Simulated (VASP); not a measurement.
# Li3TaO4 (I4mm) in VASP: a series of runs

The runs below take Li3TaO4 through single point, with PBEsol.

Everything below comes from runs of VASP 6.6.1. Logs are shortened: lines on timing, memory, paths and dates and some standing lists are left out, and cuts for length are marked.

## Step 1: The cell of the first run

Symmetry: I4mm, No. 107, tetragonal system. The conventional cell has a = 4.085 Å, b = 4.085 Å, c = 8.506 Å, α = 90.00°, β = 90.00°, γ = 90.00°. Li (site symmetry 4mm) has 6 O at 2.06 to 2.58 Å within 2.7 Å. Li (site symmetry 2mm) has 6 O at 2.05 to 2.15 Å within 2.7 Å. Within 2.5 Å of Ta (site symmetry 4mm) lie 6 O at 1.90 to 2.04 Å. Within 2.7 Å of O (site symmetry 2mm) lie 2 Ta at 2.04 Å and 4 Li at 2.06 to 2.15 Å. Within 2.6 Å of O (site symmetry 4mm) lie 1 Ta at 1.94 Å and 5 Li at 2.05 to 2.08 Å. Within 2.5 Å of O (site symmetry 4mm) lie 1 Ta at 1.90 Å and 4 Li at 2.06 Å.

## Step 2: Single point, PBEsol (mode 1 (-167.1 1/cm) frozen in, largest displacement +0.228 Å)

INCAR

```
SYSTEM = Li3TaO4
PREC     = Accurate       ! precision mode
ENCUT    = 520            ! plane-wave cutoff, eV
EDIFF    = 1E-6           ! SCF threshold, eV
ISMEAR   = 0              ! smearing method
SIGMA    = 0.05           ! smearing width, eV
LREAL    = .FALSE.        ! projectors in reciprocal space
LASPH    = .TRUE.         ! aspherical terms in the spheres
NELM     = 60             ! most SCF steps
ALGO     = Normal         ! electronic algorithm
ISIF     = 2              ! what is computed and relaxed
LWAVE    = .FALSE.        ! write WAVECAR
LCHARG   = .FALSE.        ! write CHGCAR
GGA      = PS             ! functional
NBANDS   = 32             ! bands
```

KPOINTS

```
regular mesh
0
G
  10 10 10
  0 0 0
```

POSCAR

```
Li3TaO4
1.0
   -2.0422644308      2.0422644308      4.2529592940
    2.0422644308     -2.0422644308      4.2529592940
    2.0422644308      2.0422644308     -4.2529592940
Li Ta O
3 1 4
Direct
    0.5267460825      0.5267460825      0.0000000000
    0.2522589647      0.7522589647      0.5000000000
    0.7522589647      0.2522589647      0.5000000000
   -0.0006580709     -0.0006580709      0.0000000000
   -0.0003340163      0.4996659837      0.5000000000
    0.7715339117      0.7715339117      0.0000000000
    0.4996659837     -0.0003340163      0.5000000000
    0.2230152563      0.2230152563      0.0000000000
```

Potentials or basis: VASP PAW PBE potentials, release 64 (Li_sv, Ta_pv, O).

The run is started by

```
> cat potpaw_PBE.64/Li_sv/POTCAR potpaw_PBE.64/Ta_pv/POTCAR potpaw_PBE.64/O/POTCAR > POTCAR
> mpirun -np 1 vasp_std > vasp.out
```

OUTCAR:

```text
SYSTEM = Li3TaO4
   PREC = Accurate
   ENCUT = 520
   EDIFF = 1E-6
   ISMEAR = 0
   LREAL = .FALSE.
   LASPH = .TRUE.
   NELM = 60
   ISIF = 2
   GGA = PS

 ion  position               nearest neighbor table
   1  0.527  0.527  0.000-   5 2.06   7 2.06   7 2.06   5 2.06   6 2.08   4 2.90   4 2.90   4 2.90
                             4 2.90
   2  0.252  0.752  0.500-   6 2.05   6 2.05   8 2.06   8 2.06   7 2.10   5 2.15   4 2.93   4 2.93
                             4 2.97   4 2.97
   3  0.752  0.252  0.500-   6 2.05   6 2.05   8 2.06   8 2.06   5 2.10   7 2.15   4 2.93   4 2.93
                             4 2.97   4 2.97
   4  0.999  0.999  0.000-   8 1.90   6 1.94   7 2.04   5 2.04   5 2.04   7 2.04   1 2.90   1 2.90
                             1 2.90   1 2.90   3 2.93   2 2.93   3 2.93   2 2.93   3 2.97   2 2.97
   5  1.000  0.500  0.500-   4 2.04   4 2.04   1 2.06   1 2.06   3 2.10   2 2.15
   6  0.772  0.772  0.000-   4 1.94   3 2.05   2 2.05   3 2.05   2 2.05   1 2.08
   7  0.500  1.000  0.500-   4 2.04   4 2.04   1 2.06   1 2.06   2 2.10   3 2.15
   8  0.223  0.223  0.000-   4 1.90   2 2.06   3 2.06   2 2.06   3 2.06

  LATTYP: Found a body centered tetragonal cell.
 ALAT       =     4.0845288616
 C/A-ratio  =     2.0824723919

  Lattice vectors:

 A1 = (  -2.0422644308,   2.0422644308,   4.2529592940)
 A2 = (   2.0422644308,  -2.0422644308,   4.2529592940)
 A3 = (   2.0422644308,   2.0422644308,  -4.2529592940)

Analysis of symmetry for initial positions (statically):
=====================================================================
 Subroutine PRICEL returns:
 Original cell was already a primitive cell.

 Routine SETGRP: Setting up the symmetry group for a
 body centered tetragonal supercell.

 Subroutine GETGRP returns: Found  8 space group operations
 (whereof  8 operations were pure point group operations)
 out of a pool of 16 trial point group operations.

The static configuration has the point symmetry C_4v.

Analysis of symmetry for dynamics (positions and initial velocities):
=====================================================================
 Subroutine PRICEL returns:
 Original cell was already a primitive cell.

 Routine SETGRP: Setting up the symmetry group for a
 body centered tetragonal supercell.

 Subroutine GETGRP returns: Found  8 space group operations
 (whereof  8 operations were pure point group operations)
 out of a pool of 16 trial point group operations.

The dynamic configuration has the point symmetry C_4v.

 Subroutine INISYM returns: Found  8 space group operations
 (whereof  8 operations are pure point group operations),
 and found     1 'primitive' translations

----------------------------------------------------------------------------------------

                                     Primitive cell

  volume of cell :      70.9537

  direct lattice vectors                    reciprocal lattice vectors
    -2.042264431  2.042264431  4.252959294     0.000000000  0.244826278  0.117565198
     2.042264431 -2.042264431  4.252959294     0.244826278  0.000000000  0.117565198
     2.042264431  2.042264431 -4.252959294     0.244826278  0.244826278  0.000000000

  length of vectors
     5.140948431  5.140948431  5.140948431     0.271590652  0.271590652  0.346236643

  position of ions in fractional coordinates (direct lattice)
     0.526746082  0.526746082  0.000000000
     0.252258965  0.752258965  0.500000000
     0.752258965  0.252258965  0.500000000
     0.999341929  0.999341929  0.000000000
     0.999665984  0.499665984  0.500000000
     0.771533912  0.771533912  0.000000000
     0.499665984  0.999665984  0.500000000
     0.223015256  0.223015256  0.000000000

  ion indices of the primitive-cell ions
   primitive index   ion index
                 1           1
                 2           2
                 3           3
                 4           4
                 5           5
                 6           6
                 7           7
                 8           8

----------------------------------------------------------------------------------------

 KPOINTS: regular mesh

Automatic generation of k-mesh.
 Grid dimensions read from file:
 generate k-points for:   10   10   10

 Generating k-lattice:

  Cartesian coordinates                     Fractional coordinates (reciprocal lattice)
     0.000000000  0.024482628  0.011756520     0.100000000  0.000000000 -0.000000000
     0.024482628  0.000000000  0.011756520     0.000000000  0.100000000 -0.000000000
     0.024482628  0.024482628  0.000000000     0.000000000  0.000000000  0.100000000

  Length of vectors
     0.027159065  0.027159065  0.034623664

  Shift w.r.t. Gamma in fractional coordinates (k-lattice)
     0.000000000  0.000000000  0.000000000

 Subroutine IBZKPT returns following result:
 ===========================================

 Found    102 irreducible k-points:

 Following reciprocal coordinates:
            Coordinates               Weight
  0.000000  0.000000  0.000000      1.000000
  0.100000  0.000000 -0.000000      8.000000
  0.200000  0.000000 -0.000000      8.000000
  0.300000  0.000000  0.000000      8.000000
  0.400000  0.000000 -0.000000      8.000000
  0.500000  0.000000 -0.000000      4.000000
[... 16 lines left out ...]
  0.300000  0.300000  0.000000      8.000000
  0.400000  0.300000  0.000000     16.000000
 [... further k-points ...]
   k-points           NKPTS =    102   k-points in BZ     NKDIM =    102   number of bands    NBANDS=     32
   number of dos      NEDOS =    301   number of ions     NIONS =      8
   total plane-waves  NPLWV =  64000
   dimension x,y,z NGX =    40 NGY =   40 NGZ =   40
   dimension x,y,z NGXF=    80 NGYF=   80 NGZF=   80
   ions per type =               3   1   4
   NGX,Y,Z   is equivalent  to a cutoff of  12.94, 12.94, 12.94 a.u.
   NGXF,Y,Z  is equivalent  to a cutoff of  25.87, 25.87, 25.87 a.u.
 SYSTEM =  Li3TaO4
   PREC   = accura    normal or accurate (medium, high low for compatibility)
   ISTART =      0    job   : 0-new  1-cont  2-samecut
   ICHARG =      2    charge: 1-file 2-atom 10-const
   ISPIN  =      1    spin polarized calculation?
   LNONCOLLINEAR =      F non collinear calculations
   LSORBIT =      F    spin-orbit coupling
   LASPH  =      T    aspherical Exc in radial PAW
   ENCUT  =  520.0 eV  38.22 Ry    6.18 a.u.   9.56  9.56  9.56*2*pi/ulx,y,z
   NELM   =     60;   NELMIN=  2; NELMDL= -5     # of ELM steps
   EDIFF  = 0.1E-05   stopping-criterion for ELM
   LREAL  =      F    real-space projection
   EDIFFG = 0.1E-04   stopping-criterion for IOM
   NSW    =      0    number of steps for IOM
   IBRION =     -1    ionic relax: 0-MD 1-quasi-New 2-CG
   NFREE  =      0    steps in history (QN), initial steepest desc. (CG)
   ISIF   =      2    stress and relaxation
   ISYM   =      2    0-nonsym 1-usesym 2-fastsym
   POTIM  = 0.5000    time-step for ionic-motion
   TEBEG  =    0.0;   TEEND  =   0.0 temperature during run
   PSTRESS=    0.0 pullay stress
   NELECT =      44.0000    total number of electrons
   NUPDOWN=      -1.0000    fix difference up-down
   EMIN   =  10.00;   EMAX   =-10.00  energy-range for DOS
   EFERMI =   0.00;   METHOD = LEGACY
   ISMEAR =     0;   SIGMA  =   0.05  broadening in eV -4-tet -1-fermi 0-gaus
   EFERMI_NEDOS =   21; number of points for ismear=-14 and -15
   IALGO  =     38    algorithm
   IMIX   =      4    mixing-type and parameters
     AMIX     =   0.40;   BMIX     =  1.00
     AMIX_MAG =   1.60;   BMIX_MAG =  1.00
  volume/ion in A,a.u.               =       8.87        59.85
  Fermi-wavevector in a.u.,A,eV,Ry     =   1.396049  2.638150 26.517114  1.948953
  Thomas-Fermi vector in A             =   2.519441
   LORBIT       =      0    0 simple, 1 ext, 2 COOP (PROOUT), +10 PAW based schemes
   GGA     = PS    functional components
   LHFCALC =     F    Hartree Fock is set to
   AEXX    =    0.0000 exact exchange contribution
   IVDW    =     0    specifies the selected vdW correction
   LEPSILON=     F    determine dielectric tensor
   LRPA    =     F    only Hartree local field effects (RPA)
 non-spin polarized calculation
 Gauss-broadening in eV      SIGMA  =   0.05
  energy-cutoff  :      520.00
  volume of cell :       70.95
 maximum number of plane-waves:      1936
 NGX is ok and might be reduce to    40
   NGX = 19   NGY = 19   NGZ = 19

 number of electron      43.9999995 magnetization

 Free energy of the ion-electron system (eV)
  ---------------------------------------------------
  ext. energy  EPLUGINS =         0.00000000
  ---------------------------------------------------
  free energy    TOTEN  =       -59.22253003 eV

  energy without entropy =      -59.22253003  energy(sigma->0) =      -59.22253003

 E-fermi :   3.0438     XC(G=0): -11.2737

 val. band max:        2.6692159768   @ k =   0.4000   0.4000   0.1000
 cond. band min:       4.2395477639   @ k =   0.0000   0.0000   0.0000
 fundamental gap:      1.5703317871
 Fermi energy:         3.0438340617

 k-point     1 :       0.0000    0.0000    0.0000
  band No.  band energies     occupation
      1     -40.0705      2.00000
      2     -39.1896      2.00000
      3     -39.1557      2.00000
      4     -31.5590      2.00000
      5     -31.5590      2.00000
      6     -31.3727      2.00000
[... 24 lines left out ...]
     31      15.2780      0.00000
     32      16.1879      0.00000

 k-point     2 :       0.1000    0.0000   -0.0000
  band No.  band energies     occupation
      1     -40.0705      2.00000
      2     -39.1888      2.00000
      3     -39.1564      2.00000
      4     -31.5659      2.00000
      5     -31.5587      2.00000
      6     -31.3726      2.00000
[... 24 lines left out ...]
     31      15.3043      0.00000
     32      15.8296      0.00000

 k-point     3 :       0.2000    0.0000   -0.0000
  band No.  band energies     occupation
      1     -40.0703      2.00000
      2     -39.1864      2.00000
      3     -39.1587      2.00000
      4     -31.5841      2.00000
      5     -31.5581      2.00000
      6     -31.3722      2.00000
[... 24 lines left out ...]
     31      15.2238      0.00000
     32      15.3389      0.00000

 k-point     4 :       0.3000    0.0000    0.0000
  band No.  band energies     occupation
      1     -40.0701      2.00000
      2     -39.1826      2.00000
      3     -39.1623      2.00000
      4     -31.6063      2.00000
      5     -31.5572      2.00000
      6     -31.3718      2.00000
[... 24 lines left out ...]
     31      14.6795      0.00000
     32      15.2063      0.00000

 k-point     5 :       0.4000    0.0000   -0.0000
  band No.  band energies     occupation
      1     -40.0699      2.00000
      2     -39.1777      2.00000
      3     -39.1670      2.00000
      4     -31.6242      2.00000
      5     -31.5566      2.00000
      6     -31.3715      2.00000
[... 584 lines left out ...]
     31      14.4788      0.00000
     32      15.8526      0.00000

 k-point    22 :      -0.2000    0.2000    0.0000
  band No.  band energies     occupation
      1     -40.0700      2.00000
      2     -39.1836      2.00000
      3     -39.1611      2.00000
      4     -31.5838      2.00000
      5     -31.5828      2.00000
      6     -31.3715      2.00000
[... 24 lines left out ...]
     31      14.5424      0.00000
     32      15.9924      0.00000

 k-point    23 :       0.3000    0.3000    0.0000
  band No.  band energies     occupation
      1     -40.0693      2.00000
      2     -39.1780      2.00000
      3     -39.1663      2.00000
      4     -31.6057      2.00000
      5     -31.6051      2.00000
      6     -31.3708      2.00000
[... 24 lines left out ...]
     31      14.1721      0.00000
     32      15.7196      0.00000

 k-point    24 :       0.4000    0.3000    0.0000
  band No.  band energies     occupation
      1     -40.0690      2.00000
      2     -39.1749      2.00000
      3     -39.1691      2.00000
      4     -31.6235      2.00000
      5     -31.6050      2.00000
      6     -31.3703      2.00000
[... 24 lines left out ...]
     31      14.1972      0.00000
     32      15.5176      0.00000

 [... further k-points ...]
[... 5 lines left out ...]
  --------------------------------------------------------------------------------------
  -------------------------------------------------------------------------------------
  Total        0.0457958      0.0457958      0.9683087      0.0000000      0.0000000      0.0000000
  in kB        1.0340958      1.0340958     21.8649891      0.0000000      0.0000000      0.0000000
  external PRESSURE =       7.9777269 kB  Pullay stress =       0.0000000 kB

 VOLUME and BASIS-vectors are now :
 -----------------------------------------------------------------------------
  energy-cutoff  :      520.00
  volume of cell :       70.95
      direct lattice vectors                 reciprocal lattice vectors
    -2.042264431  2.042264431  4.252959294     0.000000000  0.244826278  0.117565198
     2.042264431 -2.042264431  4.252959294     0.244826278  0.000000000  0.117565198
     2.042264431  2.042264431 -4.252959294     0.244826278  0.244826278  0.000000000

 POSITION                                       TOTAL-FORCE (eV/Angst)
 -----------------------------------------------------------------------------------
      0.00000      0.00000      4.48046         0.000000      0.000000      0.068010
      2.04226      0.00000      2.14569         0.000000     -0.000000      0.014100
      0.00000      2.04226      2.14569        -0.000000      0.000000      0.014100
      0.00000      0.00000      8.50032        -0.000000     -0.000000     -0.137936
      0.00000      2.04226      4.25012         0.000000      0.000000     -0.001775
      0.00000      0.00000      6.56260         0.000000      0.000000     -0.103556
      2.04226      0.00000      4.25012         0.000000      0.000000     -0.001775
      0.00000      0.00000      1.89695        -0.000000     -0.000000      0.148830
 -----------------------------------------------------------------------------------
    total drift:                                0.000005      0.000005     -0.000321

  FREE ENERGIE OF THE ION-ELECTRON SYSTEM (eV)
  ---------------------------------------------------
  free  energy   TOTEN  =       -59.2225300274 eV

  energy  without entropy=      -59.2225300274  energy(sigma->0) =      -59.22253003
```

It took 5.5 min on 1 thread of AMD EPYC 7R13, shared host; peak memory 0.37 GiB.

What came out:

* Free energy: -59.2225 eV
* Largest force: 0.149 eV/Å
* Band gap on the k mesh: 1.57 eV, indirect (least direct gap 1.63 eV)

Forces in eV/Å, atoms in the order of the input:
```
Li   0.000  0.000  0.068
Li   0.000  0.000  0.014
Li   0.000  0.000  0.014
Ta   0.000  0.000 -0.138
O    0.000  0.000 -0.002
O    0.000  0.000 -0.104
O    0.000  0.000 -0.002
O    0.000  0.000  0.149
```

Caveat: the cell differs from its parent crystal (mode 1 (-167.1 1/cm) frozen in, largest displacement +0.228 Å); the cutoff is under 1.25 times the usual one of these potentials, so pressure, stress and relaxed cells hold a basis-set (Pulay) error; the PAW data sets were made with another functional, which shifts forces and pressure a little; spin-orbit coupling is left out, which moves the levels of the heavy elements.

## Step 3: Single point, PBEsol (mode 1 (-167.1 1/cm) frozen in, largest displacement +0.163 Å)

INCAR

```
PREC     = Accurate       # precision mode
ENCUT    = 520            # plane-wave cutoff, eV
EDIFF    = 1E-6           # SCF threshold, eV
ISMEAR   = 0              # smearing method
SIGMA    = 0.05           # smearing width, eV
LREAL    = False          # projectors in reciprocal space
LASPH    = True           # aspherical terms in the spheres
NELM     = 100            # most SCF steps
ALGO     = Normal         # electronic algorithm
ISIF     = 2              # what is computed and relaxed
LWAVE    = False          # write WAVECAR
LCHARG   = False          # write CHGCAR
GGA      = PS             # functional
NBANDS   = 32             # bands
```

KPOINTS

```
regular mesh
0
Gamma
  10 10 10
```

POSCAR

```
Li3TaO4
1.0
   -2.0422644308      2.0422644308      4.2529592940
    2.0422644308     -2.0422644308      4.2529592940
    2.0422644308      2.0422644308     -4.2529592940
Li Ta O
3 1 4
Direct
    0.5191043446      0.5191043446      0.0000000000
    0.2516135462      0.7516135462      0.5000000000
    0.7516135462      0.2516135462      0.5000000000
   -0.0004700506     -0.0004700506      0.0000000000
   -0.0002385830      0.4997614170      0.5000000000
    0.7723126020      0.7723126020      0.0000000000
    0.4997614170     -0.0002385830      0.5000000000
    0.2237939466      0.2237939466      0.0000000000
```

Potentials or basis: VASP PAW PBE potentials, release 64 (Li_sv, Ta_pv, O).

The run is started by

```
> cat potpaw_PBE.64/Li_sv/POTCAR potpaw_PBE.64/Ta_pv/POTCAR potpaw_PBE.64/O/POTCAR > POTCAR
> mpirun -np 1 vasp_std > vasp.out
```

Run time: 5.1 min. Hardware: 1 thread of AMD EPYC 7R13, shared host; peak memory 0.37 GiB.

The run converged. Its results:

```
Free energy            : -59.2172 eV
Largest force          : 0.139 eV/Å
Band gap on the k mesh : 1.55 eV, indirect (least direct gap 1.61 eV)
```

Forces on the atoms (eV/Å):
```
Li   0.000  0.000  0.084
Li   0.000  0.000  0.010
Li   0.000  0.000  0.010
Ta   0.000  0.000 -0.100
O    0.000  0.000 -0.002
O    0.000  0.000 -0.138
O    0.000  0.000 -0.002
O    0.000  0.000  0.139
```

Levels at points of the mesh, in eV from the valence-band top:
| k point | band 19 | band 20 | band 21 | band 22 | band 23 | band 24 | band 25 | band 26 |
| --- | --- | --- | --- | --- | --- | --- | --- | --- |
| (0.00, 0.00, 0.00) | -2.01 | -0.19 | -0.19 | -0.06 | 1.55 | 4.21 | 4.21 | 5.78 |
| (0.50, 0.00, 0.00) | -1.17 | -1.12 | -0.53 | -0.21 | 3.99 | 4.17 | 5.40 | 6.50 |
| (0.50, 0.50, 0.00) | -0.94 | -0.56 | -0.12 | -0.01 | 5.47 | 5.50 | 5.64 | 8.29 |
| (0.50, 0.50, 0.50) | -1.68 | -1.64 | -1.64 | -0.45 | 1.61 | 3.85 | 3.85 | 5.77 |

Caveat: the cell differs from its parent crystal (mode 1 (-167.1 1/cm) frozen in, largest displacement +0.163 Å); the cutoff is under 1.25 times the usual one of these potentials, so pressure, stress and relaxed cells hold a basis-set (Pulay) error; the PAW data sets were made with another functional, which shifts forces and pressure a little; spin-orbit coupling is left out, which moves the levels of the heavy elements. A k mesh can miss the band edges.

(Continued in part 2 of 2.)
